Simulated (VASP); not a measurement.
Crystal: EuO.

```
Eu O
1.0
     0.00000    2.57195    2.57195
     2.57195    0.00000    2.57195
     2.57195    2.57195    0.00000
Eu O
1 1
Direct
  0.50000 0.50000 0.50000
  0.00000 0.00000 0.00000
```

| Quantity | Value |
| --- | --- |
| Program | VASP 6.6.1 |
| Task | relaxation of cell and atoms |
| Functional | PBE |
| Potentials or basis | VASP PAW PBE potentials, release 64 (Eu, O) |
| Cutoff | 600 eV |
| k mesh | 14 × 14 × 14 |
| Occupations | gaussian, width 0.1 eV |
| Spin | collinear spin, ferromagnetic start |
| Starting moments | [7.28, 0.0] μB |

At the start: pressure -4.4 GPa; volume 17.01 Å³/atom.

Where does the relaxation end?

Over 7 steps the energy falls by 12.7 meV/atom and the volume is 16.16 Å³/atom (-5.0 %); space group Fm-3m (No. 225, to 0.1 Å) before and after; moment 6.94 μB per cell.

Step by step:
```csv
step,energy change (eV),largest force (eV/Å),pressure (GPa),volume (Å³)
1,0.0000,0.0000,-4.42,34.03
2,-0.0228,0.0000,1.68,31.77
3,-0.0255,0.0000,-0.08,32.29
4,-0.0255,0.0000,-0.27,32.25
5,-0.0247,0.0000,0.89,32.01
6,-0.0254,0.0000,0.27,32.19
7,-0.0255,0.0000,-0.02,32.32
```

Final structure:
```
Eu O
1.0
     0.00000    2.52817    2.52817
     2.52817    0.00000    2.52817
     2.52817    2.52817    0.00000
Eu O
1 1
Cartesian
  2.5282 2.5282 2.5282
  2.5282 2.5282 0.0000
```

Caveat: a cell with one magnetic atom can't hold antiferromagnetic order, which such compounds often take; semilocal functionals describe open f shells poorly, which spoils levels, moments and volumes.
